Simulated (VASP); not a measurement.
Here is a VASP 6.6.1 calculation.

The input INCAR:

```
SYSTEM = Se
  PREC = Accurate
  ENCUT = 600
  EDIFF = 1E-6
  ISMEAR = 0
  SIGMA = 0.05
  LREAL = .FALSE.
  LASPH = .TRUE.
  NELM = 100
  ALGO = Normal
  ISIF = 4
  LWAVE = .FALSE.
  LCHARG = .FALSE.
  GGA = PS
  IBRION = 2
  NSW = 60
  EDIFFG = -0.01
```

KPOINTS

```
Automatic mesh
0
G
  16 16 16
  0 0 0
```

The input POSCAR:

```
Se
1.0
    1.9956968355      1.1522161052      1.6290962666
   -1.9956968355      1.1522161052      1.6290962666
    0.0000000000     -2.3044322104      1.6290962666
Se
1
Direct
    0.0000000000      0.0000000000      0.0000000000
```

Potentials or basis: VASP PAW PBE potentials, release 64 (Se).

Run with:

```bash
$ cat potpaw_PBE.64/Se/POTCAR > POTCAR
$ mpirun -np 1 vasp_std > vasp.out
```

(1) Estimate the band gap on the k mesh.

## Answers

(1) zero (bands 3 and 4 overlap by 6.17 eV).
